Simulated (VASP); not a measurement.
# SnO (Pmmn) in VASP: single point with PBE

Aim: the single point of SnO with PBE.

Everything below comes from runs of VASP 6.6.1. Logs are shortened: lines on timing, memory, paths and dates and some standing lists are left out, and cuts for length are marked.

### 1 The cell of the first run

Symmetry: Pmmn, No. 59, orthorhombic system. The conventional cell has a = 3.816 Å, b = 3.923 Å, c = 5.020 Å, α = 90.00°, β = 90.00°, γ = 90.00°. Sn (site symmetry mm2) has 4 O at 2.24 to 2.27 Å within 3.0 Å. Within 3.0 Å of O (site symmetry mm2) lie 4 Sn at 2.24 to 2.27 Å and 4 O at 2.74 Å.

### 2 Single point, PBE

Input file INCAR:

```
PREC = Accurate
ENCUT = 520
EDIFF = 1E-7
ISMEAR = 0
SIGMA = 0.1
LREAL = False
LASPH = True
NELM = 80
ALGO = Normal
ISIF = 2
LWAVE = False
LCHARG = False
GGA = PE
NBANDS = 28
```

Input file KPOINTS:

```
regular mesh
0
Gamma
  6 4 4
```

Input file POSCAR:

```
SnO
1.0
    3.8157810850      0.0000000000      0.0000000000
    0.0000000000      3.9226707916      0.0000000000
    0.0000000000      0.0000000000      5.0199304568
Sn O
2 2
Direct
    0.5000000000      0.0000000000      0.7693793882
    0.0000000000      0.5000000000      0.2306206118
    0.0000000000      0.0000000000      0.0044599657
    0.5000000000      0.5000000000      0.9955400343
```

Potentials or basis: VASP PAW PBE potentials, release 64 (Sn_d, O).

Command:

```sh
> cat potpaw_PBE.64/Sn_d/POTCAR potpaw_PBE.64/O/POTCAR > POTCAR
> mpirun -np 1 vasp_std > vasp.out
```

OUTCAR:

```text
PREC = Accurate
   ENCUT = 520
   EDIFF = 1E-7
   ISMEAR = 0
   LREAL = False
   LASPH = True
   NELM = 80
   ISIF = 2
   GGA = PE

 ion  position               nearest neighbor table
   1  0.500  0.000  0.769-   3 2.24   3 2.24   4 2.27   4 2.27   2 3.58   2 3.58   2 3.58   2 3.58

   2  0.000  0.500  0.231-   4 2.24   4 2.24   3 2.27   3 2.27   1 3.58   1 3.58   1 3.58   1 3.58

   3  0.000  0.000  0.004-   1 2.24   1 2.24   2 2.27   2 2.27
   4  0.500  0.500  0.996-   2 2.24   2 2.24   1 2.27   1 2.27

  LATTYP: Found a simple orthorhombic cell.
 ALAT       =     3.8157810850
 B/A-ratio  =     1.0280125364
 C/A-ratio  =     1.3155708740

  Lattice vectors:

 A1 = (   3.8157810850,   0.0000000000,   0.0000000000)
 A2 = (   0.0000000000,   3.9226707916,   0.0000000000)
 A3 = (   0.0000000000,   0.0000000000,   5.0199304568)

Analysis of symmetry for initial positions (statically):
=====================================================================
 Subroutine PRICEL returns:
 Original cell was already a primitive cell.

 Routine SETGRP: Setting up the symmetry group for a
 simple orthorhombic supercell.

 Subroutine GETGRP returns: Found  8 space group operations
 (whereof  4 operations were pure point group operations)
 out of a pool of  8 trial point group operations.

The static configuration has the point symmetry C_2v.
 The point group associated with its full space group is D_2h.

Analysis of symmetry for dynamics (positions and initial velocities):
=====================================================================
 Subroutine PRICEL returns:
 Original cell was already a primitive cell.

 Routine SETGRP: Setting up the symmetry group for a
 simple orthorhombic supercell.

 Subroutine GETGRP returns: Found  8 space group operations
 (whereof  4 operations were pure point group operations)
 out of a pool of  8 trial point group operations.

The dynamic configuration has the point symmetry C_2v.
 The point group associated with its full space group is D_2h.

 Subroutine INISYM returns: Found  8 space group operations
 (whereof  4 operations are pure point group operations),
 and found     1 'primitive' translations

----------------------------------------------------------------------------------------

                                     Primitive cell

  volume of cell :      75.1386

  direct lattice vectors                    reciprocal lattice vectors
     3.815781085  0.000000000  0.000000000     0.262069542  0.000000000  0.000000000
     0.000000000  3.922670792  0.000000000     0.000000000  0.254928352  0.000000000
     0.000000000  0.000000000  5.019930457     0.000000000  0.000000000  0.199205947

  length of vectors
     3.815781085  3.922670792  5.019930457     0.262069542  0.254928352  0.199205947

  position of ions in fractional coordinates (direct lattice)
     0.500000000  0.000000000  0.769379388
     0.000000000  0.500000000  0.230620612
     0.000000000  0.000000000  0.004459966
     0.500000000  0.500000000  0.995540034

  ion indices of the primitive-cell ions
   primitive index   ion index
                 1           1
                 2           2
                 3           3
                 4           4

----------------------------------------------------------------------------------------

 KPOINTS: regular mesh

Automatic generation of k-mesh.
 Grid dimensions read from file:
 generate k-points for:    6    4    4

 Generating k-lattice:

  Cartesian coordinates                     Fractional coordinates (reciprocal lattice)
     0.043678257  0.000000000  0.000000000     0.166666667  0.000000000  0.000000000
     0.000000000  0.063732088  0.000000000     0.000000000  0.250000000  0.000000000
     0.000000000  0.000000000  0.049801487     0.000000000  0.000000000  0.250000000

  Length of vectors
     0.043678257  0.063732088  0.049801487

  Shift w.r.t. Gamma in fractional coordinates (k-lattice)
     0.000000000  0.000000000  0.000000000

 Subroutine IBZKPT returns following result:
 ===========================================

 Found     36 irreducible k-points:

 Following reciprocal coordinates:
            Coordinates               Weight
  0.000000  0.000000  0.000000      1.000000
  0.166667  0.000000  0.000000      2.000000
  0.333333  0.000000  0.000000      2.000000
  0.500000  0.000000  0.000000      1.000000
  0.000000  0.250000  0.000000      2.000000
  0.166667  0.250000  0.000000      4.000000
[... 16 lines left out ...]
  0.333333  0.500000  0.250000      4.000000
  0.500000  0.500000  0.250000      2.000000
 [... further k-points ...]
   k-points           NKPTS =     36   k-points in BZ     NKDIM =     36   number of bands    NBANDS=     28
   number of dos      NEDOS =    301   number of ions     NIONS =      4
   total plane-waves  NPLWV =  33600
   dimension x,y,z NGX =    28 NGY =   30 NGZ =   40
   dimension x,y,z NGXF=    56 NGYF=   60 NGZF=   80
   ions per type =               2   2
   NGX,Y,Z   is equivalent  to a cutoff of  12.20, 12.71, 13.25 a.u.
   NGXF,Y,Z  is equivalent  to a cutoff of  24.40, 25.43, 26.49 a.u.
 SYSTEM =  unknown system
   PREC   = accura    normal or accurate (medium, high low for compatibility)
   ISTART =      0    job   : 0-new  1-cont  2-samecut
   ICHARG =      2    charge: 1-file 2-atom 10-const
   ISPIN  =      1    spin polarized calculation?
   LNONCOLLINEAR =      F non collinear calculations
   LSORBIT =      F    spin-orbit coupling
   LASPH  =      T    aspherical Exc in radial PAW
   ENCUT  =  520.0 eV  38.22 Ry    6.18 a.u.   7.09  7.29  9.33*2*pi/ulx,y,z
   NELM   =     80;   NELMIN=  2; NELMDL= -5     # of ELM steps
   EDIFF  = 0.1E-06   stopping-criterion for ELM
   LREAL  =      F    real-space projection
   EDIFFG = 0.1E-05   stopping-criterion for IOM
   NSW    =      0    number of steps for IOM
   IBRION =     -1    ionic relax: 0-MD 1-quasi-New 2-CG
   NFREE  =      0    steps in history (QN), initial steepest desc. (CG)
   ISIF   =      2    stress and relaxation
   ISYM   =      2    0-nonsym 1-usesym 2-fastsym
   POTIM  = 0.5000    time-step for ionic-motion
   TEBEG  =    0.0;   TEEND  =   0.0 temperature during run
   PSTRESS=    0.0 pullay stress
   NELECT =      40.0000    total number of electrons
   NUPDOWN=      -1.0000    fix difference up-down
   EMIN   =  10.00;   EMAX   =-10.00  energy-range for DOS
   EFERMI =   0.00;   METHOD = LEGACY
   ISMEAR =     0;   SIGMA  =   0.10  broadening in eV -4-tet -1-fermi 0-gaus
   EFERMI_NEDOS =   21; number of points for ismear=-14 and -15
   IALGO  =     38    algorithm
   IMIX   =      4    mixing-type and parameters
     AMIX     =   0.40;   BMIX     =  1.00
     AMIX_MAG =   1.60;   BMIX_MAG =  1.00
  volume/ion in A,a.u.               =      18.78       126.77
  Fermi-wavevector in a.u.,A,eV,Ry     =   1.326805  2.507298 23.951859  1.760412
  Thomas-Fermi vector in A             =   2.456165
   LORBIT       =      0    0 simple, 1 ext, 2 COOP (PROOUT), +10 PAW based schemes
   GGA     = PE    functional components
   LHFCALC =     F    Hartree Fock is set to
   AEXX    =    0.0000 exact exchange contribution
   IVDW    =     0    specifies the selected vdW correction
   LEPSILON=     F    determine dielectric tensor
   LRPA    =     F    only Hartree local field effects (RPA)
 non-spin polarized calculation
 Gauss-broadening in eV      SIGMA  =   0.10
  energy-cutoff  :      520.00
  volume of cell :       75.14
 maximum number of plane-waves:      2040
   NGX = 15   NGY = 15   NGZ = 19

 number of electron      39.9999992 magnetization

 Free energy of the ion-electron system (eV)
  ---------------------------------------------------
  ext. energy  EPLUGINS =         0.00000000
  ---------------------------------------------------
  free energy    TOTEN  =       -22.72164692 eV

  energy without entropy =      -22.72163477  energy(sigma->0) =      -22.72164085

 E-fermi :   6.4501     XC(G=0):  -9.8750

 val. band max:        6.2248602704   @ k =   0.0000   0.0000   0.0000
 cond. band min:       6.6797239101   @ k =   0.5000   0.5000   0.0000
 fundamental gap:      0.4548636397
 Fermi energy:         6.4500822903

 k-point     1 :       0.0000    0.0000    0.0000
  band No.  band energies     occupation
      1     -15.5224      2.00000
      2     -15.1570      2.00000
      3     -15.1540      2.00000
      4     -15.1518      2.00000
      5     -15.1229      2.00000
      6     -15.1090      2.00000
[... 20 lines left out ...]
     27      13.1308      0.00000
     28      13.6869      0.00000

 k-point     2 :       0.1667    0.0000    0.0000
  band No.  band energies     occupation
      1     -15.5093      2.00000
      2     -15.1615      2.00000
      3     -15.1498      2.00000
      4     -15.1476      2.00000
      5     -15.1306      2.00000
      6     -15.1259      2.00000
[... 20 lines left out ...]
     27      13.3528      0.00000
     28      15.5824      0.00000

 k-point     3 :       0.3333    0.0000    0.0000
  band No.  band energies     occupation
      1     -15.4733      2.00000
      2     -15.2942      2.00000
      3     -15.1414      2.00000
      4     -15.1348      2.00000
      5     -15.1320      2.00000
      6     -15.1206      2.00000
[... 20 lines left out ...]
     27      13.8272      0.00000
     28      16.5840      0.00000

 k-point     4 :       0.5000    0.0000    0.0000
  band No.  band energies     occupation
      1     -15.4069      2.00000
      2     -15.4069      2.00000
      3     -15.1363      2.00000
      4     -15.1363      2.00000
      5     -15.1212      2.00000
      6     -15.1212      2.00000
[... 578 lines left out ...]
     27      14.9569      0.00000
     28      14.9569      0.00000

 k-point    23 :       0.3333    0.5000    0.2500
  band No.  band energies     occupation
      1     -15.4335      2.00000
      2     -15.4335      2.00000
      3     -15.1333      2.00000
      4     -15.1333      2.00000
      5     -15.1135      2.00000
      6     -15.1135      2.00000
[... 20 lines left out ...]
     27      14.4219      0.00000
     28      14.4219      0.00000

 k-point    24 :       0.5000    0.5000    0.2500
  band No.  band energies     occupation
      1     -15.4492      2.00000
      2     -15.4492      2.00000
      3     -15.1354      2.00000
      4     -15.1354      2.00000
      5     -15.1030      2.00000
      6     -15.1030      2.00000
[... 20 lines left out ...]
     27      14.7226      0.00000
     28      14.7226      0.00000

 [... further k-points ...]
[... 5 lines left out ...]
  --------------------------------------------------------------------------------------
  -------------------------------------------------------------------------------------
  Total        0.1896667      0.0195748      0.2084046      0.0000000      0.0000000      0.0000000
  in kB        4.0442565      0.4173919      4.4438046      0.0000000      0.0000000      0.0000000
  external PRESSURE =       2.9684843 kB  Pullay stress =       0.0000000 kB

 VOLUME and BASIS-vectors are now :
 -----------------------------------------------------------------------------
  energy-cutoff  :      520.00
  volume of cell :       75.14
      direct lattice vectors                 reciprocal lattice vectors
     3.815781085  0.000000000  0.000000000     0.262069542  0.000000000  0.000000000
     0.000000000  3.922670792  0.000000000     0.000000000  0.254928352  0.000000000
     0.000000000  0.000000000  5.019930457     0.000000000  0.000000000  0.199205947

 POSITION                                       TOTAL-FORCE (eV/Angst)
 -----------------------------------------------------------------------------------
      1.90789      0.00000      3.86223         0.000000      0.000000     -0.070289
      0.00000      1.96134      1.15770         0.000000      0.000000      0.070289
      0.00000      0.00000      0.02239         0.000000      0.000000      0.020930
      1.90789      1.96134      4.99754         0.000000      0.000000     -0.020930
 -----------------------------------------------------------------------------------
    total drift:                                0.000000      0.000000     -0.000000

  FREE ENERGIE OF THE ION-ELECTRON SYSTEM (eV)
  ---------------------------------------------------
  free  energy   TOTEN  =       -22.7216469204 eV

  energy  without entropy=      -22.7216347709  energy(sigma->0) =      -22.72164085
```

Wall time 26 s (1 thread of Intel Xeon 6975P-C (Granite Rapids), shared host); peak memory 0.2 GiB.

What came out:

```yaml
Free_energy: -22.7216 eV
Pressure: 0.3 GPa
Largest_force: 0.070 eV/Å
Band_gap_on_the_k_mesh: 0.45 eV, indirect (least direct gap 1.95 eV)
```

Forces in eV/Å, atoms in the order of the input:
```
Sn   0.000  0.000 -0.070
Sn   0.000  0.000  0.070
O    0.000  0.000  0.021
O    0.000  0.000 -0.021
```

Caveat: spin-orbit coupling is left out, which moves the levels of the heavy elements. A k mesh can miss the band edges.
